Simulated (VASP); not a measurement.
Input of a VASP 6.6.1 run:

INCAR

```
SYSTEM = AlO2
PREC = Accurate
ENCUT = 520
EDIFF = 1E-6
ISMEAR = 0
SIGMA = 0.1
LREAL = .False.
LASPH = .True.
NELM = 150
ALGO = Normal
ISIF = 2
LWAVE = .False.
LCHARG = .False.
ISPIN = 2
MAGMOM = 0 0 0 0 2.5 2.5
LORBIT = 11
GGA = PS
NBANDS = 28
```

KPOINTS

```
Automatic mesh
0
Gamma
  12 12 10
  0 0 0
```

File POSCAR:

```
AlO2
1.0
    1.4881620000     -5.4028330000      0.0000000000
    1.4881620000      5.4028330000      0.0000000000
    0.0000000000      0.0000000000      3.6466120000
Al O
2 4
Direct
    0.3318670000      0.6681330000      0.2500000000
    0.6681330000      0.3318670000      0.7500000000
    0.7058160000      0.2941840000      0.2500000000
    0.2941840000      0.7058160000      0.7500000000
    0.9389280000      0.0610720000      0.2500000000
    0.0610720000      0.9389280000      0.7500000000
```

Potentials or basis: VASP PAW PBE potentials, release 64 (Al, O).

Command:

```bash
$ cat potpaw_PBE.64/Al/POTCAR potpaw_PBE.64/O/POTCAR > POTCAR
$ mpirun -np 1 vasp_std > vasp.out
```

Problem. What does it give for the site moments?

Solution. Al -0.01; O +0.10, +0.72 (each value once) μB.

Problem. What does it give for the largest force?

Solution. 0.109 eV/Å.

Problem. Estimate the pressure.

Solution. -5.1 GPa.

Forces on the atoms (eV/Å):
```
Al   0.000  0.031  0.000
Al   0.000 -0.031  0.000
O    0.000 -0.109  0.000
O    0.000  0.109  0.000
O    0.000  0.058  0.000
O    0.000 -0.058  0.000
```

Caveat: the cell stands under tension; the PAW data sets were made with another functional, which shifts forces and pressure a little.
